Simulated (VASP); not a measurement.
A run of VASP 6.6.1 is set up as follows.

File INCAR:

```
SYSTEM = GdO
PREC     = Accurate       ! precision mode
ENCUT    = 520            ! plane-wave cutoff, eV
EDIFF    = 1E-6           ! SCF threshold, eV
ISMEAR   = -1             ! smearing method
SIGMA    = 0.05           ! smearing width, eV
LREAL    = .FALSE.        ! projectors in reciprocal space
LASPH    = .TRUE.         ! aspherical terms in the spheres
NELM     = 150            ! most SCF steps
ALGO     = Normal         ! electronic algorithm
ISIF     = 2              ! what is computed and relaxed
LWAVE    = .FALSE.        ! write WAVECAR
LCHARG   = .TRUE.         ! write CHGCAR
ISPIN    = 2              ! spin polarisation
MAGMOM   = 7 0            ! initial moments
LORBIT   = 11             ! projections on sites
LMAXMIX  = 6              ! l up to which the mixer works
GGA      = PE             ! functional
LELF     = .TRUE.         ! ELF
LVHAR    = .TRUE.       
NBANDS   = 23             ! bands
```

File KPOINTS:

```
regular mesh
0
G
  9 9 9
  0 0 0
```

POSCAR

```
GdO
1.0
    0.0000000000      2.7000000000      2.7000000000
    2.7000000000      0.0000000000      2.7000000000
    2.7000000000      2.7000000000      0.0000000000
Gd O
1 1
Direct
    0.0000000000      0.0000000000      0.0000000000
    0.2500000000      0.2500000000      0.2500000000
```

Potentials or basis: VASP PAW PBE potentials, release 64 (Gd, O).

Run with:

```bash
$ cat potpaw_PBE.64/Gd/POTCAR potpaw_PBE.64/O/POTCAR > POTCAR
$ mpirun -np 1 vasp_std > vasp.out
```

(1) Predict the site moments.

(2) Predict the pressure.

Results:

(1) Gd +6.87; O -0.02 μB.

(2) -0.5 GPa.

Caveat: a cell with one magnetic atom can't hold antiferromagnetic order, which such compounds often take.
